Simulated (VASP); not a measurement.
Here is a VASP 6.6.1 calculation.

File INCAR:

```
SYSTEM = Y
PREC     = Accurate       ! precision mode
ENCUT    = 520            ! plane-wave cutoff, eV
EDIFF    = 1E-6           ! SCF threshold, eV
ISMEAR   = 0              ! smearing method
SIGMA    = 0.1            ! smearing width, eV
LREAL    = .False.        ! projectors in reciprocal space
LASPH    = .True.         ! aspherical terms in the spheres
NELM     = 80             ! most SCF steps
ALGO     = Normal         ! electronic algorithm
ISIF     = 2              ! what is computed and relaxed
LWAVE    = .False.        ! write WAVECAR
LCHARG   = .True.         ! write CHGCAR
GGA      = PE             ! functional
LELF     = .True.         ! ELF
LVHAR    = .True.       
NBANDS   = 30             ! bands
```

Contents of KPOINTS:

```
regular mesh
0
Gamma
  6 6 2
  0 0 0
```

Contents of POSCAR:

```
Y
1.0
    3.6425441402      0.0000000000      0.0000000000
   -1.8212720701      3.1545357598      0.0000000000
    0.0000000000      0.0000000000     11.8441303500
Y
4
Direct
    0.0000000000      0.0000000000      0.0000000000
    0.3333333300      0.6666666700      0.2500000000
    0.0000000000      0.0000000000      0.5000000000
    0.6666666700      0.3333333300      0.7500000000
```

Potentials or basis: VASP PAW PBE potentials, release 64 (Y_sv).

Launch:

```bash
$ cat potpaw_PBE.64/Y_sv/POTCAR > POTCAR
$ mpirun -np 1 vasp_std > vasp.out
```

Predict the band gap on the k mesh.

zero (bands 22 and 23 overlap by 1.13 eV).

Predict the pressure.

-1.9 GPa.

Stress tensor (GPa, compression positive):
```
-1.56  0.00  0.00
 0.00 -1.56  0.00
 0.00  0.00 -2.56
```
